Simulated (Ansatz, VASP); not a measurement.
# MgO: VASP beside Ansatz

INCAR

```
PREC     = Accurate       # precision mode
ENCUT    = 600            # plane-wave cutoff, eV
EDIFF    = 1E-6           # SCF threshold, eV
ISMEAR   = 0              # smearing method
SIGMA    = 0.02           # smearing width, eV
LREAL    = False          # projectors in reciprocal space
LASPH    = True           # aspherical terms in the spheres
NELM     = 100            # most SCF steps
ALGO     = Normal         # electronic algorithm
ISIF     = 3              # what is computed and relaxed
LWAVE    = False          # write WAVECAR
LCHARG   = False          # write CHGCAR
IBRION   = 2              # ionic algorithm
NSW      = 100            # ionic steps
EDIFFG   = -0.002         # ionic threshold
```

Contents of KPOINTS:

```
regular mesh
0
Gamma
  14 14 14
```

POSCAR

```
MgO
1.0
    0.0000000000      2.0816499862      2.0816499862
    2.0816499862      0.0000000000      2.0816499862
    2.0816499862      2.0816499862      0.0000000000
Mg O
1 1
Direct
    0.0000000000      0.0000000000      0.0000000000
    0.5000000000      0.5000000000      0.5000000000
```

Input for Ansatz:

```yaml
crystal:
  lattice:
    - [0.0, 2.0816499862, 2.0816499862]
    - [2.0816499862, 0.0, 2.0816499862]
    - [2.0816499862, 2.0816499862, 0.0]
  atoms:
    - { symbol: Mg, position: [0.0, 0.0, 0.0] }
    - { symbol: O, position: [0.5, 0.5, 0.5] }
basis:
  ecutwfc: 420
kpoints:
  mp_grid: { grid: [14, 14, 14] }
hamiltonian:
  xc: lda
  pseudopotentials: { kind: paw, azcp: { folder: soft_1 } }
scf:
  occupations: { method: gaussian, width: 0.02 }
output:
  forces: true
  stress: true
  eigenvalues: true
relax:
  adjacent_minimum: "off"
  f_tol: 0.002
  max_steps: 80
  cell: { stress_tol: 0.02 }
```

Alike in both runs: task relaxation of cell and atoms; functional LDA; k mesh 14 × 14 × 14; occupations gaussian, width 0.02 eV; no spin polarisation.

|  | VASP | Ansatz |
| --- | --- | --- |
| version | VASP 6.6.1 | Ansatz 0.2.0 |
| potentials or method | VASP PAW LDA potentials, release 64 (Mg, O), cutoff 600 eV | scalar-relativistic, plane waves, PAW |
| valence electrons in the cell | 8 | 16 |

VASP gave:

- gap on the k mesh at the Fermi level, each at its own relaxed structure (eV): 5.15
- relaxed volume (Å³/atom): 8.89
- relaxed cell length with the largest relative difference (Å): 2.930

Problem. What did Ansatz give for the same quantities?

Solution. gap on the k mesh at the Fermi level, each at its own relaxed structure (eV): 5.03; relaxed volume (Å³/atom): 9.00; relaxed cell length with the largest relative difference (Å): 2.942.

Ansatz warns that its potentials were made for another functional, while VASP's fit it. LDA's correlation is that of Perdew and Zunger in VASP and of Perdew and Wang (1992) in Ansatz. VASP's potentials hold 8 valence electrons a cell and Ansatz's 16, so a difference there can come from the potentials and not from the codes.
